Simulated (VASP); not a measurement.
BF: single point with PBE

Crystal: BF.

```xyz
2
Lattice="3.1457 0.0000 0.0000 0.0000 3.1132 0.0000 -0.1617 0.0000 3.3114" Properties=species:S:1:pos:R:3 pbc="T T T"
B    -0.0248   -0.0340    0.0265
F    -0.0816   -0.0172    1.6369
```

| Item | Value |
| --- | --- |
| Program | VASP 6.6.1 |
| Task | single point |
| Functional | PBE |
| Potentials or basis | VASP PAW PBE potentials, release 64 (B, F) |
| Cutoff | 520 eV |
| k mesh | 6 × 6 × 6 |
| Occupations | gaussian, width 0.005 eV |
| Spin | no spin polarisation |

```json
{
  "Pressure": "-4.6 GPa",
  "Largest force": "0.996 eV/Å",
  "Band gap on the k mesh": "zero (bands 5 and 6 overlap by 0.57 eV)"
}
```

Forces in eV/Å, atoms in the order of the input:
```
B   -0.087 -0.033  0.992
F    0.087  0.033 -0.992
```

Stress tensor (GPa, compression positive):
```
-8.40  0.01  0.45
 0.01 -9.67 -0.09
 0.45 -0.09  4.33
```

Levels at points of the mesh, in eV from the Fermi level:
```tsv
k point	band 3	band 4	band 5	band 6	band 7	band 8
(0.00, 0.00, 0.00)	-6.31	-6.27	-4.69	4.15	4.29	7.57
(0.50, 0.00, 0.00)	-7.44	-6.18	-2.90	0.56	4.72	10.71
(0.00, 0.50, 0.00)	-7.45	-6.21	-2.81	0.55	4.63	10.81
(0.50, 0.50, 0.00)	-7.17	-7.14	-1.21	1.54	1.61	6.17
(0.00, 0.00, 0.50)	-5.96	-5.93	-0.45	2.91	3.09	4.16
(0.50, 0.00, 0.50)	-6.70	-5.86	-0.98	1.20	3.53	5.69
(0.00, 0.50, 0.50)	-6.71	-5.89	-1.00	1.28	3.43	5.74
(0.50, 0.50, 0.50)	-6.56	-6.54	-0.01	0.07	2.86	6.47
```

Run time: 20 s on 1 thread of AMD EPYC 7R13 Processor (Zen 3), on a shared host, peak memory 0.13 GiB.

Caveat: the cell stands under tension.
